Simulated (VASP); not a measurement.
A run of VASP 6.6.1 is set up as follows.

File POSCAR:

```
KF
1.0
    0.0000000000      2.6589566634      2.6589566634
    2.6589566634      0.0000000000      2.6589566634
    2.6589566634      2.6589566634      0.0000000000
K F
1 1
Direct
    0.0000000000      0.0000000000      0.0000000000
    0.5000000000      0.5000000000      0.5000000000
```

Contents of INCAR.step1:

```
SYSTEM = KF
  PREC = Accurate
  ENCUT = 520
  EDIFF = 1E-5
  ISMEAR = 0
  SIGMA = 0.01
  LREAL = .False.
  LASPH = .True.
  NELM = 100
  ALGO = Normal
  ISIF = 2
  LWAVE = .True.
  LCHARG = .False.
  GGA = PE
  NBANDS = 15
```

File INCAR.step2:

```
SYSTEM = KF
  PREC = Accurate
  ENCUT = 520
  EDIFF = 1E-7
  ISMEAR = 0
  SIGMA = 0.01
  LREAL = .False.
  LASPH = .True.
  NELM = 100
  ALGO = Normal
  ISIF = 2
  LWAVE = .False.
  LCHARG = .False.
  GGA = PE
  LHFCALC = .True.
  AEXX = 1.0
  HFSCREEN = 0.3
  PRECFOCK = Normal
  ISTART = 1
  NBANDS = 15
  ALDAC = 1.0
  AGGAC = 1.0
```

Contents of KPOINTS:

```
regular mesh
0
Gamma
  4 4 4
  0 0 0
```

Potentials or basis: VASP PAW PBE potentials, release 64 (K_sv, F).

Command:

```console
$ cat potpaw_PBE.64/K_sv/POTCAR potpaw_PBE.64/F/POTCAR > POTCAR
$ cp INCAR.step1 INCAR
$ mpirun -np 1 vasp_std > vasp.out
$ cp INCAR.step2 INCAR
$ mpirun -np 1 vasp_std > vasp.out
```

**Question.** Predict the band gap on the k mesh.

**Answer.** 13.52 eV, direct.

**Question.** Estimate the pressure.

**Answer.** -1.5 GPa.

Caveat: the k points lie up to 0.51 Å⁻¹ apart; the PAW data sets were made with another functional, which shifts forces and pressure a little.
